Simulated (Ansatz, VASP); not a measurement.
## One calculation of K, two programs

INCAR

```
ALGO = Normal
EDIFF = 1E-7
ENCUT = 520
GGA = PE
ISIF = 2
ISMEAR = -1
LASPH = T
LCHARG = T
LELF = T
LREAL = F
LVHAR = T
LWAVE = F
NBANDS = 20
NELM = 80
PREC = Accurate
SIGMA = 0.1
```

The input KPOINTS:

```
k-points
0
Gamma
  7 7 9
```

The input POSCAR:

```
K
1.0
    7.4518953745      0.0000000000      0.0000000000
   -3.7259476873      6.4535307006      0.0000000000
    0.0000000000      0.0000000000      4.4444408874
K
3
Direct
    1.0000000000      1.0000000000      0.0000000000
    0.3333333333      0.6666666667      0.5000000000
    0.6666666667      0.3333333333      0.5000000000
```

Input for Ansatz:

```yaml
crystal:
  lattice:
    - [7.4518953745, 0.0, 0.0]
    - [-3.7259476873, 6.4535307006, 0.0]
    - [0.0, 0.0, 4.4444408874]
  atoms:
    - { symbol: K, position: [1.0, 1.0, 0.0] }
    - { symbol: K, position: [0.3333333333, 0.6666666667, 0.5] }
    - { symbol: K, position: [0.6666666667, 0.3333333333, 0.5] }
hamiltonian:
  xc: pbe
  pseudopotentials:
    kind: paw
    azcp:
      K: "pseudopotentials/K.paw.azcp"
basis:
  ecutwfc: 420
  fft_grid_basis: typed
kpoints:
  mp_grid: { grid: [7, 7, 9], shift: [0, 0, 0] }
magnetization:
  spin_polarized: false
scf:
  occupations: { method: fermi_dirac, width: 0.1 }
output:
  stress: true
```

Alike in both runs: task single point; functional PBE; k mesh 7 × 7 × 9; occupations fermi-dirac, width 0.1 eV; no spin polarisation.

|  | VASP | Ansatz |
| --- | --- | --- |
| version | VASP 6.6.1 | Ansatz 0.2.0 |
| potentials or method | VASP PAW PBE potentials, release 64 (K_sv), cutoff 520 eV | plane waves (420 eV) with PAW, scalar-relativistic |
| valence electrons in the cell | 27 | 27 |

|  | VASP | Ansatz | Ansatz less VASP |
| --- | --- | --- | --- |
| pressure (GPa) | 0.2 | 0.2 | +0.01 |

With one functional, cell and mesh, what is left measures potentials, basis and numerics.
